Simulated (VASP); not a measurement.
# LiMg in VASP: a series of runs, part 3 of 3

VASP 6.6.1.

### Step 5. Single point, LDA

This run uses another cell than the first one, of 63.57 Å³/atom, 1.832 times its volume.

Input file INCAR:

```
PREC = Accurate
ENCUT = 520
EDIFF = 1E-6
ISMEAR = -1
SIGMA = 0.1
LREAL = F
LASPH = T
NELM = 60
ALGO = Normal
ISIF = 2
LWAVE = F
LCHARG = T
LDIPOL = T
IDIPOL = 3
DIPOL = 0.5 0.5 0.500
GGA = CA
LELF = T
LVHAR = T
LVACPOTAV = T
NBANDS = 13
```

Input file KPOINTS:

```
regular mesh
0
Gamma
  4 5 1
```

Input file POSCAR:

```
LiMg
1.0
    4.8300003491      0.0000000000      0.0000000000
    0.0000000000      3.4153260000      0.0000000000
    0.0000000000      0.0000000000     15.4150001746
Li Mg
2 2
Direct
    0.0000000000      0.0000000000      0.4216672025
    0.5000000000      0.0000000000      0.5783327975
    0.5000000000      0.5000000000      0.4216672025
    0.0000000000      0.5000000000      0.5783327975
```

Potentials or basis: VASP PAW LDA potentials, release 64 (Li_sv, Mg).

The run is started by

```sh
$ cat potpaw_LDA.64/Li_sv/POTCAR potpaw_LDA.64/Mg/POTCAR > POTCAR
$ mpirun -np 1 vasp_std > vasp.out
```

OUTCAR:

```text
PREC = Accurate
   ENCUT = 520
   EDIFF = 1E-6
   ISMEAR = -1
   LREAL = F
   LASPH = T
   NELM = 60
   ISIF = 2
   GGA = CA

 ion  position               nearest neighbor table
   1  0.000  0.000  0.422-   4 2.96   4 2.96   3 2.96   3 2.96   3 2.96   3 2.96
   2  0.500  0.000  0.578-   3 2.96   3 2.96   4 2.96   4 2.96   4 2.96   4 2.96
   3  0.500  0.500  0.422-   2 2.96   2 2.96   1 2.96   1 2.96   1 2.96   1 2.96   4 3.42   4 3.42

   4  0.000  0.500  0.578-   1 2.96   1 2.96   2 2.96   2 2.96   2 2.96   2 2.96   3 3.42   3 3.42

  LATTYP: Found a simple orthorhombic cell.
 ALAT       =     3.4153260000
 B/A-ratio  =     1.4142135624
 C/A-ratio  =     4.5134784131

  Lattice vectors:

 A1 = (   0.0000000000,  -3.4153260000,   0.0000000000)
 A2 = (   4.8300003491,   0.0000000000,   0.0000000000)
 A3 = (   0.0000000000,   0.0000000000,  15.4150001746)

Analysis of symmetry for initial positions (statically):
=====================================================================
 Subroutine PRICEL returns:
 Original cell was already a primitive cell.

 Routine SETGRP: Setting up the symmetry group for a
 simple orthorhombic supercell.

 Subroutine GETGRP returns: Found  8 space group operations
 (whereof  4 operations were pure point group operations)
 out of a pool of  8 trial point group operations.

The static configuration has the point symmetry C_2v.
 The point group associated with its full space group is D_2h.

Analysis of symmetry for dynamics (positions and initial velocities):
=====================================================================
 Subroutine PRICEL returns:
 Original cell was already a primitive cell.

 Routine SETGRP: Setting up the symmetry group for a
 simple orthorhombic supercell.

 Subroutine GETGRP returns: Found  8 space group operations
 (whereof  4 operations were pure point group operations)
 out of a pool of  8 trial point group operations.

The dynamic configuration has the point symmetry C_2v.
 The point group associated with its full space group is D_2h.

[... 125 lines left out ...]

 number of electron       9.9999992 magnetization

 dipolmoment           0.000000      0.000000     -0.000000 electrons x Angstroem

 Free energy of the ion-electron system (eV)
  ---------------------------------------------------
  ext. energy  EPLUGINS =         0.00000000
  ---------------------------------------------------
  free energy    TOTEN  =        -6.54039139 eV

  energy without entropy =       -6.47294802  energy(sigma->0) =       -6.50666971

 E-fermi :  -1.8635     XC(G=0):  -3.7077

 val. band max:       -1.9571958897   @ k =   0.0000   0.0000   0.0000
 cond. band min:      -1.7268202209   @ k =   0.5000   0.4000   0.0000
 fundamental gap:      0.2303756687
 Fermi energy:        -1.8634977586

 k-point     1 :       0.0000    0.0000    0.0000
  band No.  band energies     occupation
      1     -47.5279      2.00000
      2     -47.5259      2.00000
      3      -6.6991      2.00000
      4      -4.3514      2.00000
      5      -1.9572      1.43698
      6      -1.7221      0.39135
      7       0.1743      0.00000
      8       0.6351      0.00000
      9       1.1400      0.00000
     10       1.5181      0.00000
     11       2.4947      0.00000
     12       3.6751      0.00000
     13       3.7448      0.00000
[... 114 lines left out ...]
  band No.  band energies     occupation
      1     -47.5252      2.00000
      2     -47.5252      2.00000
      3      -3.5685      2.00000
      4      -3.5685      2.00000
      5      -1.7268      0.40628
      6      -1.7268      0.40628
      7      -0.2341      0.00000
      8      -0.2341      0.00000
      9       1.6100      0.00000
     10       1.6100      0.00000
     11       1.9176      0.00000
     12       1.9176      0.00000
     13       4.0070      0.00000

------------------------ aborting loop because EDIFF is reached ----------------------------------------

  FORCE on cell =-STRESS in cart. coord.  units (eV):
  Direction    XX          YY          ZZ          XY          YZ          ZX
  --------------------------------------------------------------------------------------
  -------------------------------------------------------------------------------------
  Total       -0.7827741     -0.5278994     -0.5349555      0.0000000      0.0000000      0.0000000
  in kB       -4.9320127     -3.3261277     -3.3705856      0.0000000      0.0000000      0.0000000
  external PRESSURE =      -3.8762420 kB  Pullay stress =       0.0000000 kB

 VOLUME and BASIS-vectors are now :
 -----------------------------------------------------------------------------
  energy-cutoff  :      520.00
  volume of cell :      254.29
      direct lattice vectors                 reciprocal lattice vectors
     4.830000349  0.000000000  0.000000000     0.207039323  0.000000000  0.000000000
     0.000000000  3.415326000  0.000000000     0.000000000  0.292797818  0.000000000
     0.000000000  0.000000000 15.415000175     0.000000000  0.000000000  0.064871877

 POSITION                                       TOTAL-FORCE (eV/Angst)
 -----------------------------------------------------------------------------------
      0.00000      0.00000      6.50000         0.000000      0.000000      0.002375
      2.41500      0.00000      8.91500         0.000000      0.000000     -0.002375
      2.41500      1.70766      6.50000         0.000000      0.000000      0.205935
      0.00000      1.70766      8.91500         0.000000      0.000000     -0.205935
 -----------------------------------------------------------------------------------
    total drift:                                0.000000     -0.000000      0.000000

  FREE ENERGIE OF THE ION-ELECTRON SYSTEM (eV)
  ---------------------------------------------------
  free  energy   TOTEN  =        -6.5403913933 eV

  energy  without entropy=       -6.4729480172  energy(sigma->0) =       -6.50666971

 vacuum level on the upper side and lower side of the slab         1.882         1.882
```

stdout:

```text
POSCAR found type information on POSCAR LiMg
 POSCAR found :  2 types and       4 ions
 scaLAPACK will be used
 LDA part: xc-table for (Slater(with rela. corr.)+CA(PZ))
 , standard interpolation
 POSCAR, INCAR and KPOINTS ok, starting setup
 FFT: planning ... GRIDC
 FFT: planning ... GRID_SOFT
 FFT: planning ... GRID
 WAVECAR not read
 entering main loop
 -----------------------------------------------------------------------------
|                                                                             |
|           W    W    AA    RRRRR   N    N  II  N    N   GGGG   !!!           |
|           W    W   A  A   R    R  NN   N  II  NN   N  G    G  !!!           |
|           W    W  A    A  R    R  N N  N  II  N N  N  G       !!!           |
|           W WW W  AAAAAA  RRRRR   N  N N  II  N  N N  G  GGG   !            |
|           WW  WW  A    A  R   R   N   NN  II  N   NN  G    G                |
|           W    W  A    A  R    R  N    N  II  N    N   GGGG   !!!           |
|                                                                             |
|     Did not find any points to average over, which means that no vacuum     |
|     field-free region was found. Please increase the size of  your cell     |
|     in the dimension of the dipole correction to obtain accurate            |
|     workfunction values.                                                    |
|                                                                             |
 -----------------------------------------------------------------------------
```

Wall time 29 s (1 thread of Intel Xeon 6975P-C, shared host); peak memory 0.27 GiB.

What came out:

```
Free energy            : -6.5404 eV
Largest force          : 0.206 eV/Å
Band gap on the k mesh : zero (band 5 reaches -1.46 eV, above the bottom of band 6 at -2.54 eV)
```

Forces in eV/Å, atoms in the order of the input:
```
Li   0.000  0.000  0.002
Li   0.000  0.000 -0.002
Mg   0.000  0.000  0.206
Mg   0.000  0.000 -0.206
```

Levels at points of the mesh, in eV from the Fermi level:
```
           k point  band 3  band 4  band 5  band 6  band 7  band 8
(0.00, 0.00, 0.00)   -4.84   -2.49   -0.09    0.14    2.04    2.50
(0.50, 0.00, 0.00)   -3.56   -3.56   -0.68   -0.68    1.50    1.50
```

Caveat: the k points lie up to 0.37 Å⁻¹ apart; the cutoff is under 1.25 times the usual one of these potentials, so pressure, stress and relaxed cells hold a basis-set (Pulay) error.

### Step 6. Single point, LDA

This run uses another cell than the first one, of 75.94 Å³/atom, 2.188 times its volume.

Input file INCAR:

```
PREC     = Accurate       # precision mode
ENCUT    = 520            # plane-wave cutoff, eV
EDIFF    = 1E-6           # SCF threshold, eV
ISMEAR   = -1             # smearing method
SIGMA    = 0.1            # smearing width, eV
LREAL    = F              # projectors in reciprocal space
LASPH    = T              # aspherical terms in the spheres
NELM     = 80             # most SCF steps
ALGO     = Normal         # electronic algorithm
ISIF     = 2              # what is computed and relaxed
LWAVE    = F              # write WAVECAR
LCHARG   = F              # write CHGCAR
LDIPOL   = T            
IDIPOL   = 3            
DIPOL    = 0.5 0.5 0.500
NBANDS   = 13             # bands
```

Input file KPOINTS:

```
Automatic mesh
0
Gamma
  4 5 1
```

Input file POSCAR:

```
LiMg
1.0
    4.8300003491      0.0000000000      0.0000000000
    0.0000000000      3.4153260000      0.0000000000
    0.0000000000      0.0000000000     18.4150001746
Li Mg
2 2
Direct
    0.0000000000      0.0000000000      0.4344284509
    0.5000000000      0.0000000000      0.5655715491
    0.5000000000      0.5000000000      0.4344284509
    0.0000000000      0.5000000000      0.5655715491
```

Potentials or basis: VASP PAW LDA potentials, release 64 (Li_sv, Mg).

The run is started by

```sh
$ cat potpaw_LDA.64/Li_sv/POTCAR potpaw_LDA.64/Mg/POTCAR > POTCAR
$ mpirun -np 1 vasp_std > vasp.out
```

OUTCAR:

```text
PREC = Accurate
   ENCUT = 520
   EDIFF = 1E-6
   ISMEAR = -1
   LREAL = F
   LASPH = T
   NELM = 80
   ISIF = 2

 ion  position               nearest neighbor table
   1  0.000  0.000  0.434-   3 2.96   3 2.96   3 2.96   3 2.96   4 2.96   4 2.96
   2  0.500  0.000  0.566-   4 2.96   4 2.96   4 2.96   4 2.96   3 2.96   3 2.96
   3  0.500  0.500  0.434-   1 2.96   1 2.96   1 2.96   1 2.96   2 2.96   2 2.96   4 3.42   4 3.42

   4  0.000  0.500  0.566-   2 2.96   2 2.96   2 2.96   2 2.96   1 2.96   1 2.96   3 3.42   3 3.42

  LATTYP: Found a simple orthorhombic cell.
 ALAT       =     3.4153260000
[... 335 lines left out ...]
  -------------------------------------------------------------------------------------
  Total       -0.7827678     -0.5271213     -0.5354260      0.0000000      0.0000000      0.0000000
  in kB       -4.1285020     -2.7801618     -2.8239627      0.0000000      0.0000000      0.0000000
  external PRESSURE =      -3.2442088 kB  Pullay stress =       0.0000000 kB

 VOLUME and BASIS-vectors are now :
 -----------------------------------------------------------------------------
  energy-cutoff  :      520.00
  volume of cell :      303.77
      direct lattice vectors                 reciprocal lattice vectors
     4.830000349  0.000000000  0.000000000     0.207039323  0.000000000  0.000000000
     0.000000000  3.415326000  0.000000000     0.000000000  0.292797818  0.000000000
     0.000000000  0.000000000 18.415000175     0.000000000  0.000000000  0.054303556

 POSITION                                       TOTAL-FORCE (eV/Angst)
 -----------------------------------------------------------------------------------
      0.00000      0.00000      8.00000         0.000000      0.000000      0.002321
      2.41500      0.00000     10.41500         0.000000      0.000000     -0.002321
      2.41500      1.70766      8.00000         0.000000      0.000000      0.206244
      0.00000      1.70766     10.41500         0.000000      0.000000     -0.206244
 -----------------------------------------------------------------------------------
    total drift:                                0.000000     -0.000000      0.000000

  FREE ENERGIE OF THE ION-ELECTRON SYSTEM (eV)
  ---------------------------------------------------
  free  energy   TOTEN  =        -6.5404189919 eV

  energy  without entropy=       -6.4729808770  energy(sigma->0) =       -6.50669993

 vacuum level on the upper side and lower side of the slab         1.469         1.469
```

stdout:

```text
POSCAR found type information on POSCAR LiMg
 POSCAR found :  2 types and       4 ions
 scaLAPACK will be used
 LDA part: xc-table for (Slater(with rela. corr.)+CA(PZ))
 , standard interpolation
 POSCAR, INCAR and KPOINTS ok, starting setup
 FFT: planning ... GRIDC
 FFT: planning ... GRID_SOFT
 FFT: planning ... GRID
 WAVECAR not read
 entering main loop
```

It took 39 s on 1 thread of Intel Xeon 6975P-C, shared host; peak memory 0.28 GiB.

Results:

```yaml
Free_energy: -6.5404 eV
Largest_force: 0.206 eV/Å
Band_gap_on_the_k_mesh: zero (band 5 reaches -1.77 eV, above the bottom of band 6 at -2.85 eV)
```

Forces on the atoms (eV/Å):
```
Li   0.000  0.000  0.002
Li   0.000  0.000 -0.002
Mg   0.000  0.000  0.206
Mg   0.000  0.000 -0.206
```

Levels at points of the mesh, in eV from the Fermi level:
```
           k point  band 2  band 3  band 4  band 5  band 6  band 7  band 8  band 9
(0.00, 0.00, 0.00)  -45.66   -4.84   -2.49   -0.09    0.14    2.03    2.50    2.94
(0.50, 0.00, 0.00)  -45.66   -3.56   -3.56   -0.68   -0.68    1.50    1.50    4.27
```

Caveat: the k points lie up to 0.37 Å⁻¹ apart; the cutoff is under 1.25 times the usual one of these potentials, so pressure, stress and relaxed cells hold a basis-set (Pulay) error.

### Step 7. Summary

| cell | gap on the mesh (eV) | largest force (eV/Å) |
| --- | --- | --- |
| a = 4.830, b = 3.415, c = 8.415 Å, 4 atoms | none | 0.15 |
| a = 4.830, b = 3.415, c = 10.415 Å, 4 atoms | none | 0.19 |
| a = 4.830, b = 3.415, c = 12.415 Å, 4 atoms | none | 0.20 |
| a = 4.830, b = 3.415, c = 15.415 Å, 4 atoms | none | 0.21 |
| a = 4.830, b = 3.415, c = 18.415 Å, 4 atoms | none | 0.21 |

Alike in all rows: task single point; level LDA; potentials or basis VASP PAW LDA potentials, release 64 (Li_sv, Mg); no spin polarisation; k mesh 4 × 5 × 1; cutoff (eV) 520; smearing fermi-dirac 0.1 eV.

Caveats: all runs use coarse meshes; the cutoff is under 1.25 times the usual one of these potentials, so pressure, stress and relaxed cells hold a basis-set (Pulay) error.

Absolute energies hang on the potentials; compare differences alone.
